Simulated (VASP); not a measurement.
# NaCl (I4/mmm) in VASP: further runs

Runs on NaCl. Level: PBE. Tasks: single point.

Everything below comes from runs of VASP 6.6.1. Logs are shortened: lines on timing, memory, paths and dates and some standing lists are left out, and cuts for length are marked.

### 1 The cell of the first run

It takes space group I4/mmm (No. 139, tetragonal). Conventional cell: a = 4.495 Å, b = 4.495 Å, c = 4.495 Å, α = 90.00°, β = 90.00°, γ = 90.00°. Na (site symmetry 4/mmm) has 2 Cl at 2.25 Å within 3.0 Å. Cl (site symmetry 4/mmm) has 2 Na at 2.25 Å within 3.0 Å.

### 2 Single point, PBE

Contents of INCAR:

```
SYSTEM = NaCl
PREC = Accurate ; ENCUT = 520
EDIFF = 1E-6 ; ISMEAR = 0
SIGMA = 0.05 ; LREAL = .FALSE.
LASPH = .TRUE. ; NELM = 80
ALGO = Normal ; ISIF = 2
LWAVE = .FALSE. ; LCHARG = .FALSE.
GGA = PE ; NBANDS = 14
```

Contents of KPOINTS:

```
Automatic mesh
0
G
  8 8 8
  0 0 0
```

Contents of POSCAR:

```
NaCl
1.0
    0.0000000000      3.1786919196      2.2473351872
    3.1786919196      0.0000000000      2.2473351872
    3.1786919196      3.1786919196      0.0000000000
Na Cl
1 1
Direct
    0.0000000000      0.0000000000      0.0000000000
    0.5000000000      0.5000000000      0.5000000000
```

Potentials or basis: VASP PAW PBE potentials, release 64 (Na_pv, Cl).

Run with:

```bash
$ cat potpaw_PBE.64/Na_pv/POTCAR potpaw_PBE.64/Cl/POTCAR > POTCAR
$ mpirun -np 1 vasp_std > vasp.out
```

OUTCAR:

```text
SYSTEM = NaCl
   PREC = Accurate
   ENCUT = 520
   EDIFF = 1E-6
   ISMEAR = 0
   LREAL = .FALSE.
   LASPH = .TRUE.
   NELM = 80
   ISIF = 2
   GGA = PE

 ion  position               nearest neighbor table
   1  0.000  0.000  0.000-   2 2.25   2 2.25
   2  0.500  0.500  0.500-   1 2.25   1 2.25

  LATTYP: Found a body centered tetragonal cell.
 ALAT       =     4.4953492233
 C/A-ratio  =     0.9998489886

  Lattice vectors:

 A1 = (   0.0000000000,  -3.1786919196,  -2.2473351872)
 A2 = (   0.0000000000,   3.1786919196,  -2.2473351872)
 A3 = (   3.1786919196,   0.0000000000,   2.2473351872)

Analysis of symmetry for initial positions (statically):
=====================================================================
 Subroutine PRICEL returns:
 Original cell was already a primitive cell.

 Routine SETGRP: Setting up the symmetry group for a
 body centered tetragonal supercell.

 Subroutine GETGRP returns: Found 16 space group operations
 (whereof 16 operations were pure point group operations)
 out of a pool of 16 trial point group operations.

The static configuration has the point symmetry D_4h.

Analysis of symmetry for dynamics (positions and initial velocities):
=====================================================================
 Subroutine PRICEL returns:
 Original cell was already a primitive cell.

 Routine SETGRP: Setting up the symmetry group for a
 body centered tetragonal supercell.

 Subroutine GETGRP returns: Found 16 space group operations
 (whereof 16 operations were pure point group operations)
 out of a pool of 16 trial point group operations.

The dynamic configuration has the point symmetry D_4h.

 Subroutine INISYM returns: Found 16 space group operations
 (whereof 16 operations are pure point group operations),
 and found     1 'primitive' translations

----------------------------------------------------------------------------------------

                                     Primitive cell

  volume of cell :      45.4145

  direct lattice vectors                    reciprocal lattice vectors
     0.000000000  3.178691920  2.247335187    -0.157297408  0.157297408  0.222485726
     3.178691920  0.000000000  2.247335187     0.157297408 -0.157297408  0.222485726
     3.178691920  3.178691920  0.000000000     0.157297408  0.157297408 -0.222485726

  length of vectors
     3.892890669  3.892890669  4.495349223     0.314618574  0.314618574  0.314618574

  position of ions in fractional coordinates (direct lattice)
     0.000000000  0.000000000  0.000000000
     0.500000000  0.500000000  0.500000000

  ion indices of the primitive-cell ions
   primitive index   ion index
                 1           1
                 2           2

----------------------------------------------------------------------------------------

 KPOINTS: Automatic mesh

Automatic generation of k-mesh.
 Grid dimensions read from file:
 generate k-points for:    8    8    8

 Generating k-lattice:

  Cartesian coordinates                     Fractional coordinates (reciprocal lattice)
    -0.019662176  0.019662176  0.027810716     0.125000000  0.000000000  0.000000000
     0.019662176 -0.019662176  0.027810716     0.000000000  0.125000000  0.000000000
     0.019662176  0.019662176 -0.027810716     0.000000000  0.000000000  0.125000000

  Length of vectors
     0.039327322  0.039327322  0.039327322

  Shift w.r.t. Gamma in fractional coordinates (k-lattice)
     0.000000000  0.000000000  0.000000000

 Subroutine IBZKPT returns following result:
 ===========================================

 Found     59 irreducible k-points:

 Following reciprocal coordinates:
            Coordinates               Weight
  0.000000  0.000000  0.000000      1.000000
  0.125000  0.000000  0.000000      8.000000
  0.250000  0.000000  0.000000      8.000000
  0.375000  0.000000  0.000000      8.000000
  0.500000  0.000000  0.000000      4.000000
  0.125000  0.125000  0.000000      2.000000
[... 16 lines left out ...]
  0.250000  0.000000  0.125000     16.000000
  0.375000  0.000000  0.125000     16.000000
 [... further k-points ...]
   k-points           NKPTS =     59   k-points in BZ     NKDIM =     59   number of bands    NBANDS=     14
   number of dos      NEDOS =    301   number of ions     NIONS =      2
   total plane-waves  NPLWV =  32400
   dimension x,y,z NGX =    30 NGY =   30 NGZ =   36
   dimension x,y,z NGXF=    60 NGYF=   60 NGZF=   72
   ions per type =               1   1
   NGX,Y,Z   is equivalent  to a cutoff of  12.81, 12.81, 13.31 a.u.
   NGXF,Y,Z  is equivalent  to a cutoff of  25.62, 25.62, 26.63 a.u.
 SYSTEM =  NaCl
   PREC   = accura    normal or accurate (medium, high low for compatibility)
   ISTART =      0    job   : 0-new  1-cont  2-samecut
   ICHARG =      2    charge: 1-file 2-atom 10-const
   ISPIN  =      1    spin polarized calculation?
   LNONCOLLINEAR =      F non collinear calculations
   LSORBIT =      F    spin-orbit coupling
[... 28 lines left out ...]
   GGA     = PE    functional components
   LHFCALC =     F    Hartree Fock is set to
   AEXX    =    0.0000 exact exchange contribution
   IVDW    =     0    specifies the selected vdW correction
   LEPSILON=     F    determine dielectric tensor
   LRPA    =     F    only Hartree local field effects (RPA)
 non-spin polarized calculation
 Gauss-broadening in eV      SIGMA  =   0.05
  energy-cutoff  :      520.00
  volume of cell :       45.41
 maximum number of plane-waves:      1264
 NGX is ok and might be reduce to    30

 number of electron      14.0000000 magnetization

 Free energy of the ion-electron system (eV)
  ---------------------------------------------------
  ext. energy  EPLUGINS =         0.00000000
  ---------------------------------------------------
  free energy    TOTEN  =        -5.93198634 eV

  energy without entropy =       -5.93198634  energy(sigma->0) =       -5.93198634

 E-fermi :  -0.5063     XC(G=0):  -7.9591

 val. band max:       -0.8119726148   @ k =   0.0000   0.0000   0.0000
 cond. band min:       4.2087835319   @ k =   0.0000   0.0000   0.0000
 fundamental gap:      5.0207561467
 Fermi energy:        -0.5062756507

 k-point     1 :       0.0000    0.0000    0.0000
  band No.  band energies     occupation
      1     -21.4999      2.00000
      2     -21.4309      2.00000
      3     -21.4309      2.00000
      4     -13.5999      2.00000
      5      -1.0003      2.00000
      6      -0.8120      2.00000
      7      -0.8120      2.00000
      8       4.2088      0.00000
      9      10.1237      0.00000
     10      10.1237      0.00000
     11      10.3492      0.00000
     12      12.5433      0.00000
     13      14.0735      0.00000
     14      14.6085      0.00000

 k-point     2 :       0.1250    0.0000    0.0000
  band No.  band energies     occupation
      1     -21.5093      2.00000
      2     -21.4324      2.00000
      3     -21.4320      2.00000
      4     -13.5302      2.00000
      5      -1.2817      2.00000
      6      -0.9174      2.00000
      7      -0.8989      2.00000
      8       4.6789      0.00000
      9       9.8980      0.00000
     10       9.9073      0.00000
     11      10.6876      0.00000
     12      11.9653      0.00000
     13      13.4947      0.00000
     14      15.3266      0.00000

 k-point     3 :       0.2500    0.0000    0.0000
  band No.  band energies     occupation
      1     -21.5324      2.00000
      2     -21.4354      2.00000
      3     -21.4346      2.00000
      4     -13.3570      2.00000
      5      -1.9682      2.00000
      6      -1.0963      2.00000
      7      -1.0239      2.00000
      8       5.6309      0.00000
      9       9.2694      0.00000
     10       9.3522      0.00000
     11      11.9228      0.00000
     12      12.1412      0.00000
     13      13.2279      0.00000
     14      16.0420      0.00000
[... 324 lines left out ...]
 k-point    23 :       0.2500    0.0000    0.1250
  band No.  band energies     occupation
      1     -21.5118      2.00000
      2     -21.4377      2.00000
      3     -21.4321      2.00000
      4     -13.4589      2.00000
      5      -1.6773      2.00000
      6      -1.1437      2.00000
      7      -0.9268      2.00000
      8       5.5307      0.00000
      9       9.3095      0.00000
     10       9.5995      0.00000
     11      11.4656      0.00000
     12      12.0480      0.00000
     13      13.3802      0.00000
     14      15.7209      0.00000

 k-point    24 :       0.3750    0.0000    0.1250
  band No.  band energies     occupation
      1     -21.5350      2.00000
      2     -21.4402      2.00000
      3     -21.4348      2.00000
      4     -13.2829      2.00000
      5      -2.2488      2.00000
      6      -1.3260      2.00000
      7      -1.0861      2.00000
      8       6.3878      0.00000
      9       9.0273      0.00000
     10       9.1047      0.00000
     11      12.2821      0.00000
     12      12.9233      0.00000
     13      13.8079      0.00000
     14      15.3149      0.00000

 [... further k-points ...]

------------------------ aborting loop because EDIFF is reached ----------------------------------------

  FORCE on cell =-STRESS in cart. coord.  units (eV):
  Direction    XX          YY          ZZ          XY          YZ          ZX
  --------------------------------------------------------------------------------------
  -------------------------------------------------------------------------------------
  Total       -0.2846093     -0.2846093      9.8199565      0.0000000     -0.0000000      0.0000000
  in kB      -10.0407231    -10.0407231    346.4379216      0.0000000     -0.0000000      0.0000000
  external PRESSURE =     108.7854918 kB  Pullay stress =       0.0000000 kB

 VOLUME and BASIS-vectors are now :
 -----------------------------------------------------------------------------
  energy-cutoff  :      520.00
  volume of cell :       45.41
      direct lattice vectors                 reciprocal lattice vectors
     0.000000000  3.178691920  2.247335187    -0.157297408  0.157297408  0.222485726
     3.178691920  0.000000000  2.247335187     0.157297408 -0.157297408  0.222485726
     3.178691920  3.178691920  0.000000000     0.157297408  0.157297408 -0.222485726

 POSITION                                       TOTAL-FORCE (eV/Angst)
 -----------------------------------------------------------------------------------
      0.00000      0.00000      0.00000         0.000000      0.000000     -0.000000
      3.17869      3.17869      2.24734        -0.000000      0.000000      0.000000
 -----------------------------------------------------------------------------------
    total drift:                               -0.000000      0.000000      0.000000

  FREE ENERGIE OF THE ION-ELECTRON SYSTEM (eV)
  ---------------------------------------------------
  free  energy   TOTEN  =        -5.9319863439 eV

  energy  without entropy=       -5.9319863439  energy(sigma->0) =       -5.93198634
```

It took 62 s on 1 thread of Intel Xeon 8259CL, shared host; peak memory 0.18 GiB.

What came out:

- Free energy: -5.9320 eV
- Pressure: 10.9 GPa
- Band gap on the k mesh: 5.02 eV

Levels at points of the mesh, in eV from the valence-band top:
```tsv
k point	band 5	band 6	band 7	band 8	band 9	band 10
(0.00, 0.00, 0.00)	-0.19	0.00	0.00	5.02	10.94	10.94
(0.50, 0.00, 0.00)	-1.97	-0.54	-0.34	7.14	9.60	10.31
(0.50, 0.50, 0.00)	-1.18	-1.07	-1.07	7.28	8.54	13.39
(0.50, 0.00, 0.50)	-1.77	-0.62	-0.05	7.90	9.14	10.13
```

Caveat: the cell stands under pressure. A k mesh can miss the band edges.

### 3 Single point, PBE

This run uses another cell than the first one, of the same volume but with other edges.

Contents of INCAR:

```
PREC = Accurate
ENCUT = 520
EDIFF = 1E-6
ISMEAR = 0
SIGMA = 0.05
LREAL = False
LASPH = True
NELM = 80
ALGO = Normal
ISIF = 2
LWAVE = False
LCHARG = False
GGA = PE
NBANDS = 14
```

Contents of KPOINTS:

```
Automatic mesh
0
Gamma
  8 8 8
```

Contents of POSCAR:

```
NaCl
1.0
    0.0000000000      2.5229294485      3.5674222402
    2.5229294485      0.0000000000      3.5674222402
    2.5229294485      2.5229294485      0.0000000000
Na Cl
1 1
Direct
    0.0000000000      0.0000000000      0.0000000000
    0.5000000000      0.5000000000      0.5000000000
```

Potentials or basis: VASP PAW PBE potentials, release 64 (Na_pv, Cl).

Run with:

```bash
$ cat potpaw_PBE.64/Na_pv/POTCAR potpaw_PBE.64/Cl/POTCAR > POTCAR
$ mpirun -np 1 vasp_std > vasp.out
```

Run time: 48 s. Hardware: 1 thread of Intel Xeon 8259CL, shared host; peak memory 0.18 GiB.

It converged, with:

| Property | Result |
| --- | --- |
| Free energy | -6.3901 eV |
| Pressure | 6.9 GPa |
| Band gap on the k mesh | 5.08 eV |

Stress tensor (GPa, compression positive):
```
11.06  0.00  0.00
 0.00 11.06  0.00
 0.00  0.00 -1.43
```

Levels at points of the mesh, in eV from the valence-band top:
| k point | band 5 | band 6 | band 7 | band 8 | band 9 | band 10 |
| --- | --- | --- | --- | --- | --- | --- |
| (0.00, 0.00, 0.00) | -0.29 | 0.00 | 0.00 | 5.08 | 9.87 | 11.43 |
| (0.50, 0.00, 0.00) | -2.15 | -0.57 | -0.07 | 7.14 | 10.24 | 10.42 |
| (0.50, 0.50, 0.00) | -1.67 | -0.16 | -0.16 | 8.29 | 8.87 | 9.24 |
| (0.50, 0.00, 0.50) | -1.68 | -1.34 | -0.32 | 8.00 | 8.18 | 12.13 |

Caveat: the cell stands under pressure. A k mesh can miss the band edges.

### 4 Single point, PBE

This run uses another cell than the first one, of the same volume but with other edges.

Contents of INCAR:

```
ALGO = Normal
EDIFF = 1E-7
ENCUT = 520
GGA = PE
ISIF = 2
ISMEAR = 0
LASPH = T
LCHARG = F
LREAL = F
LWAVE = F
NBANDS = 14
NELM = 60
PREC = Accurate
SIGMA = 0.05
```

Contents of KPOINTS:

```
k-points
0
Gamma
  8 8 8
```

Contents of POSCAR:

```
NaCl
1.0
    0.0000000000      2.9893855709      2.5409777353
    2.9893855709      0.0000000000      2.5409777353
    2.9893855709      2.9893855709      0.0000000000
Na Cl
1 1
Direct
    0.0000000000      0.0000000000      0.0000000000
    0.5000000000      0.5000000000      0.5000000000
```

Run with:

```bash
$ cat potpaw_PBE.64/Na_pv/POTCAR potpaw_PBE.64/Cl/POTCAR > POTCAR
$ mpirun -np 1 vasp_std > vasp.out
```

It took 68 s on 1 thread of Intel Xeon 8259CL, shared host; peak memory 0.18 GiB.

Results (log left out):

| Property | Result |
| --- | --- |
| Free energy | -6.6499 eV |
| Pressure | 2.3 GPa |
| Band gap on the k mesh | 5.03 eV |

Stress tensor (GPa, compression positive):
```
-0.88  0.00  0.00
 0.00 -0.88  0.00
 0.00  0.00  8.64
```

Levels at points of the mesh, in eV from the valence-band top:
```csv
k point,band 3,band 4,band 5,band 6,band 7,band 8,band 9,band 10,band 11,band 12
"(0.00, 0.00, 0.00)",-20.81,-12.70,-0.17,0.00,0.00,5.03,10.82,10.82,12.00,12.23
"(0.50, 0.00, 0.00)",-20.82,-12.35,-1.95,-0.40,-0.26,7.18,10.17,10.44,12.06,14.89
"(0.50, 0.50, 0.00)",-20.83,-12.26,-1.55,-0.84,-0.84,7.66,7.67,12.23,13.96,13.96
"(0.50, 0.00, 0.50)",-20.82,-12.37,-1.71,-0.73,-0.30,7.59,8.39,10.67,14.09,14.55
```

 A k mesh can miss the band edges.

### 5 Single point, PBE

This run uses another cell than the first one, of the same volume but with other edges.

Contents of INCAR:

```
SYSTEM = NaCl
PREC = Accurate ; ENCUT = 520
EDIFF = 1E-6 ; ISMEAR = 0
SIGMA = 0.05 ; LREAL = .FALSE.
LASPH = .TRUE. ; NELM = 100
ALGO = Normal ; ISIF = 2
LWAVE = .FALSE. ; LCHARG = .FALSE.
GGA = PE ; NBANDS = 14
```

Contents of KPOINTS:

```
Automatic mesh
0
G
  8 8 8
  0 0 0
```

Contents of POSCAR:

```
NaCl
1.0
    0.0000000000      2.6647787748      3.1977345297
    2.6647787748      0.0000000000      3.1977345297
    2.6647787748      2.6647787748      0.0000000000
Na Cl
1 1
Direct
    0.0000000000      0.0000000000      0.0000000000
    0.5000000000      0.5000000000      0.5000000000
```

Run with:

```bash
$ cat potpaw_PBE.64/Na_pv/POTCAR potpaw_PBE.64/Cl/POTCAR > POTCAR
$ mpirun -np 1 vasp_std > vasp.out
```

Wall time 37 s (1 thread of Intel Xeon 8259CL, shared host); peak memory 0.18 GiB.

It converged, with:

```yaml
Free_energy: -6.6698 eV
Pressure: 2.3 GPa
Band_gap_on_the_k_mesh: 5.10 eV
```

Stress tensor (GPa, compression positive):
```
 4.29  0.00  0.00
 0.00  4.29  0.00
 0.00  0.00 -1.72
```

Levels at points of the mesh, in eV from the valence-band top:
```tsv
k point	band 3	band 4	band 5	band 6	band 7	band 8	band 9	band 10	band 11	band 12
(0.00, 0.00, 0.00)	-20.73	-12.66	-0.01	-0.01	0.00	5.10	10.37	11.75	11.75	12.17
(0.50, 0.00, 0.00)	-20.73	-12.30	-1.93	-0.38	-0.13	7.23	10.44	10.47	11.96	15.07
(0.50, 0.50, 0.00)	-20.74	-12.40	-1.63	-0.33	-0.33	7.78	8.56	10.14	15.33	15.64
(0.50, 0.00, 0.50)	-20.75	-12.21	-1.60	-0.97	-0.40	7.67	8.04	11.80	13.27	14.66
```

### 6 Single point, PBE

This run uses another cell than the first one, of the same volume but with other edges.

Contents of INCAR:

```
SYSTEM = NaCl
PREC = Accurate
ENCUT = 520
EDIFF = 1E-6
ISMEAR = 0
SIGMA = 0.05
LREAL = .FALSE.
LASPH = .TRUE.
NELM = 60
ALGO = Normal
ISIF = 2
LWAVE = .FALSE.
LCHARG = .TRUE.
GGA = PE
LELF = .TRUE.
LVHAR = .TRUE.
NBANDS = 14
```

KPOINTS is that of step 5.

Contents of POSCAR:

```
NaCl
1.0
    0.0000000000      3.0762623834      2.3994846590
    3.0762623834      0.0000000000      2.3994846590
    3.0762623834      3.0762623834      0.0000000000
Na Cl
1 1
Direct
    0.0000000000      0.0000000000      0.0000000000
    0.5000000000      0.5000000000      0.5000000000
```

Potentials or basis: VASP PAW PBE potentials, release 64 (Na_pv, Cl).

Run with:

```bash
$ cat potpaw_PBE.64/Na_pv/POTCAR potpaw_PBE.64/Cl/POTCAR > POTCAR
$ mpirun -np 1 vasp_std > vasp.out
```

Run time: 58 s. Hardware: 1 thread of Intel Xeon 8259CL, shared host; peak memory 0.18 GiB.

The run converged. Its results:

```yaml
Free_energy: -6.4254 eV
Pressure: 5.2 GPa
Band_gap_on_the_k_mesh: 5.02 eV
```

Stress tensor (GPa, compression positive):
```
-1.05  0.00  0.00
 0.00 -1.05  0.00
 0.00  0.00 17.77
```

Levels at points of the mesh, in eV from the valence-band top:
```tsv
k point	band 4	band 5	band 6	band 7	band 8	band 9	band 10	band 11
(0.00, 0.00, 0.00)	-12.75	-0.23	0.00	0.00	5.02	10.81	10.81	11.71
(0.50, 0.00, 0.00)	-12.35	-1.98	-0.47	-0.29	7.14	9.86	10.38	12.91
(0.50, 0.50, 0.00)	-12.29	-1.43	-0.96	-0.96	7.46	7.97	12.77	13.66
(0.50, 0.00, 0.50)	-12.44	-1.75	-0.74	-0.17	7.72	8.68	10.40	13.97
```

Caveat: the cell stands under pressure. A k mesh can miss the band edges.

### 7 The runs side by side

```tsv
cell	gap on the mesh (eV)	pressure (GPa)
a = 3.893, b = 3.893, c = 4.495 Å, angles 54.7, 54.7, 70.5°, 2 atoms	5.02	10.9
a = 4.369, b = 4.369, c = 3.568 Å, angles 65.9, 65.9, 48.2°, 2 atoms	5.08	6.9
a = 3.923, b = 3.923, c = 4.228 Å, angles 57.4, 57.4, 65.2°, 2 atoms	5.03	2.3
a = 4.163, b = 4.163, c = 3.769 Å, angles 63.1, 63.1, 53.8°, 2 atoms	5.10	2.3
a = 3.901, b = 3.901, c = 4.350 Å, angles 56.1, 56.1, 67.8°, 2 atoms	5.02	5.2
```

Alike in all rows: task single point; level PBE; potentials or basis VASP PAW PBE potentials, release 64 (Na_pv, Cl); no spin polarisation; k mesh 8 × 8 × 8; cutoff (eV) 520; smearing gaussian 0.05 eV.

Caveats: the cell stands under pressure (at least some runs).

Total energies depend on the potentials used, so only differences within one code and one set of settings carry meaning.
